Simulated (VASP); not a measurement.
## Ni: electric field gradients with LDA

Ni:

```
Ni
1.0
     0.00000    1.76795    1.78563
     1.76795    0.00000    1.78563
     1.76795    1.76795    0.00000
Ni
1
Direct
  0.00000 0.00000 0.00000
```

This cell differs from its parent crystal: zz strain of +1 %.

```json
{"Program": "VASP 6.6.1", "Task": "electric field gradients", "Functional": "LDA", "Potentials or basis": "VASP PAW LDA potentials, release 64 (Ni)", "Cutoff": "520 eV", "k mesh": "20 × 20 × 20", "Occupations": "fermi-dirac, width 0.05 eV", "Spin": "collinear spin, ferromagnetic start", "Starting moments": "[1.5] μB", "Dipole correction": "no", "Further INCAR settings": "ALGO = Normal; EDIFF = 1e-08; NBANDS = 15"}
```

```yaml
Pressure: -20.7 GPa
Net_moment: 0.61 μB per cell
Site_moments: Ni +0.62 μB
Valence_electrons_inside_the_program's_atomic_spheres: Ni 9.28
```

Stress tensor (GPa, compression positive):
```
-20.39   0.00   0.00
  0.00 -20.39   0.00
  0.00   0.00 -21.45
```

Levels at points of the mesh, in eV from the Fermi level:
Spin up:
| k point | band 1 | band 2 | band 3 | band 4 | band 5 | band 6 | band 7 | band 8 | band 9 | band 10 |
| --- | --- | --- | --- | --- | --- | --- | --- | --- | --- | --- |
| (0.00, 0.00, 0.00) | -8.80 | -2.32 | -2.26 | -2.26 | -1.21 | -1.14 | 23.58 | 27.06 | 27.15 | 27.15 |
| (0.50, 0.00, 0.00) | -4.65 | -2.31 | -2.25 | -0.53 | -0.50 | -0.20 | 5.54 | 22.09 | 23.98 | 24.29 |
| (0.50, 0.50, 0.00) | -4.46 | -3.99 | -0.48 | -0.37 | -0.37 | 2.30 | 8.87 | 14.70 | 14.70 | 19.64 |
| (0.50, 0.00, 0.50) | -4.45 | -4.00 | -0.49 | -0.39 | -0.35 | 2.52 | 9.14 | 14.46 | 14.46 | 19.44 |
Spin down:
| k point | band 2 | band 3 | band 4 | band 5 | band 6 | band 7 | band 8 | band 9 |
| --- | --- | --- | --- | --- | --- | --- | --- | --- |
| (0.00, 0.00, 0.00) | -1.70 | -1.64 | -1.64 | -0.63 | -0.57 | 23.55 | 27.11 | 27.20 |
| (0.50, 0.00, 0.00) | -1.75 | -1.69 | -0.17 | 0.13 | 0.16 | 5.92 | 22.06 | 24.09 |
| (0.50, 0.50, 0.00) | -3.46 | 0.12 | 0.33 | 0.33 | 2.34 | 9.15 | 14.77 | 14.77 |
| (0.50, 0.00, 0.50) | -3.47 | 0.11 | 0.32 | 0.36 | 2.57 | 9.41 | 14.53 | 14.53 |

Electric field gradients, principal values (V/Å²):
| atom | least | middle | greatest (by size) |
| --- | --- | --- | --- |
| 1 Ni | -0.332 | -0.337 | 0.669 |

Wall time 5 min on 1 thread of Oxide Virtual Turin-like Processor (shared host), peak memory 0.22 GiB.

Caveat: the cell differs from its parent crystal (zz strain of +1 %); without QUAD_EFG the Cq values of the log hold for a quadrupole moment of 1 mb, not for the nuclei.
